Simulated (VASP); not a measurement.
# AlRu: single point with PBE

The system is AlRu.

```xyz
2
Lattice="3.0041 0.0000 0.0000 0.0000 3.0041 0.0000 0.0000 0.0000 3.0041" Properties=species:S:1:pos:R:3 pbc="T T T"
Al    0.0000    0.0000    0.0000
Ru    1.5020    1.5020    1.5645
```

This cell differs from its parent crystal: all Ru atoms moved +0.062 Å, as atom 2 along Cartesian [0 0 1].

```json
{
  "Program": "VASP 6.6.1",
  "Task": "single point",
  "Functional": "PBE",
  "Potentials or basis": "VASP PAW PBE potentials, release 64 (Al, Ru_pv)",
  "Cutoff": "520 eV",
  "k mesh": "20 × 20 × 20",
  "Occupations": "gaussian, width 0.15 eV",
  "Spin": "no spin polarisation"
}
```

```json
{
 "Pressure": "0.2 GPa",
 "Largest force": "0.466 eV/Å",
 "Band gap on the k mesh": "zero (an odd number of electrons rules out a gap without spin polarisation)"
}
```

Forces in eV/Å, atoms in the order of the input:
```
Al   0.000  0.000  0.466
Ru   0.000  0.000 -0.466
```

Stress tensor (GPa, compression positive):
```
0.34 0.00 0.00
0.00 0.34 0.00
0.00 0.00 0.04
```

Levels at points of the mesh, in eV from the Fermi level:
| k point | band 6 | band 7 | band 8 | band 9 | band 10 | band 11 | band 12 | band 13 |
| --- | --- | --- | --- | --- | --- | --- | --- | --- |
| (0.00, 0.00, 0.00) | -3.49 | 0.17 | 0.18 | 0.18 | 6.03 | 6.03 | 6.04 | 10.91 |
| (0.50, 0.00, 0.00) | -2.71 | -1.58 | -1.57 | 0.42 | 2.25 | 7.46 | 10.98 | 11.00 |
| (0.00, 0.00, 0.50) | -2.71 | -1.57 | -1.57 | 0.42 | 2.25 | 7.47 | 10.96 | 10.96 |
| (0.50, 0.50, 0.00) | -1.40 | -1.40 | -1.08 | -1.08 | 1.51 | 5.23 | 6.10 | 10.54 |
| (0.00, 0.50, 0.50) | -1.35 | -1.34 | -1.15 | -1.14 | 1.51 | 5.24 | 6.10 | 10.51 |
| (0.50, 0.50, 0.50) | -4.55 | 1.60 | 1.60 | 2.50 | 4.11 | 4.11 | 4.12 | 8.43 |

It took 90 s on 1 thread of Intel(R) Xeon(R) 6975P-C (Granite Rapids), with other jobs on the host, peak memory 0.39 GiB.

Caveat: the cell differs from its parent crystal (all Ru atoms moved +0.062 Å, as atom 2 along Cartesian [0 0 1]).
